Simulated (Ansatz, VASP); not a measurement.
**Ge: VASP beside Ansatz**

Contents of INCAR:

```
SYSTEM = Ge
  PREC = Accurate
  ENCUT = 500
  EDIFF = 1E-6
  ISMEAR = 0
  SIGMA = 0.02
  LREAL = .False.
  LASPH = .True.
  NELM = 120
  ALGO = Normal
  ISIF = 2
  LWAVE = .False.
  LCHARG = .True.
  GGA = PE
  LELF = .True.
  LVHAR = .True.
  NBANDS = 21
  GGA_COMPAT = .False.
```

The input KPOINTS:

```
regular mesh
0
Gamma
  6 6 6
  0 0 0
```

POSCAR

```
Ge
1.0
    0.0000000000      2.8289100000      2.8713436500
    2.8289100000      0.0000000000      2.8713436500
    2.8289100000      2.8289100000      0.0000000000
Ge
2
Direct
    0.0000000000      0.0000000000      0.0000000000
    0.2500000000      0.2500000000      0.2500000000
```

Input for Ansatz:

```yaml
crystal:
  lattice:
    - [0.0, 2.82891, 2.8713436499999996]
    - [2.82891, 0.0, 2.8713436499999996]
    - [2.82891, 2.82891, 0.0]
  atoms:
    - { symbol: Ge, position: [0.0, 0.0, 0.0] }
    - { symbol: Ge, position: [0.25, 0.25, 0.25] }
basis:
  ecutwfc: 550.0
kpoints:
  mp_grid:
    grid: [6, 6, 6]
hamiltonian:
  xc: pbe
  pseudopotentials:
    kind: paw
scf:
  occupations:
    method: gaussian
    width: 0.02
output:
  stress: true
```

Alike in both runs: task single point; functional PBE; k mesh 6 × 6 × 6; occupations gaussian, width 0.02 eV; no spin polarisation.

|  | VASP | Ansatz |
| --- | --- | --- |
| version | VASP 6.6.1 | Ansatz 0.2.0 |
| potentials or method | VASP PAW PBE potentials, release 64 (Ge_d), cutoff 500 eV | plane waves, PAW |
| valence electrons in the cell | 28 | 28 |

|  | VASP | Ansatz | Ansatz less VASP |
| --- | --- | --- | --- |
| pressure (GPa) | 2.5 | 2.7 | +0.17 |
| traceless stress, the component that is largest in VASP (GPa) | -0.65 | -0.66 | -0.002 |

The functional is the same, so the differences come from potentials, cutoffs and numerics.
